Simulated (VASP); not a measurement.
Runs of VASP 6.6.1 on ZnS. The structure is that of space group P6_3mc (No. 186), or close to it. The cells are those of the table. 

```csv
cell,gap on the mesh (eV),pressure (GPa),largest force (eV/Å)
"a = 3.935, b = 3.935, c = 6.020 Å, angles 90.0, 90.0, 120.0°, 4 atoms",(d),0.1,0.36
"a = 3.846, b = 3.846, c = 6.304 Å, angles 90.0, 90.0, 120.0°, 4 atoms",(a),0.4,0.36
"a = 4.033, b = 4.033, c = 5.730 Å, angles 90.0, 90.0, 120.0°, 4 atoms",(c),-0.1,(b)
"a = 3.619, b = 3.619, c = 7.119 Å, angles 90.0, 90.0, 120.0°, 4 atoms",0.99,1.4,0.16
"a = 3.764, b = 3.764, c = 6.581 Å, angles 90.0, 90.0, 120.0°, 4 atoms",2.28,4.1,0.77
```

Alike in all rows: task single point; level PBE; potentials or basis VASP PAW PBE potentials, release 64 (Zn, S); no spin polarisation; k mesh 9 × 9 × 4; cutoff (eV) 520; smearing gaussian 0.05 eV.

Problem. Fill in the values left out.

Solution. (a) 2.11; (b) 0.24; (c) 1.50; (d) 1.94.

A k mesh can miss the band edges.
